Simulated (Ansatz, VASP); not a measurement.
Co in VASP and in Ansatz

```
CELL_PARAMETERS angstrom
2.58471 0.00000 0.00000
-1.29235 2.23842 0.00000
0.00000 0.00000 4.17518
ATOMIC_POSITIONS crystal
Co 0.33333 0.66667 0.25000
Co 0.66667 0.33333 0.75000
```

Alike in both runs: task single point; functional RPBE; k mesh 23 × 23 × 13; occupations fermi-dirac, width 0.05 eV; collinear spin.

```csv
,VASP,Ansatz
version,VASP 6.6.1,Ansatz 0.2.0
potentials or method,"VASP PAW PBE potentials, release 64 (Co), cutoff 520 eV","plane waves (420 eV) with PAW, scalar-relativistic"
valence electrons in the cell,18,34
```

|  | VASP | Ansatz | Ansatz less VASP |
| --- | --- | --- | --- |
| pressure (GPa) | -12.7 | -12.5 | +0.24 |
| traceless stress, the component that is largest in VASP (GPa) | 0.24 | 0.43 | +0.186 |
| net moment per atom (μB) | 1.69 | 1.71 | +0.014 |
| size of the moment on the site where the two differ most (μB) | 1.74 | 1.80 | +0.061 |

VASP's potentials were made for PBE, not for RPBE. Site moments also hang on the region over which each program counts them. The functional is the same, so the differences come from potentials, cutoffs and numerics. VASP's potentials hold 18 valence electrons a cell and Ansatz's 34, so a difference there can come from the potentials and not from the codes.
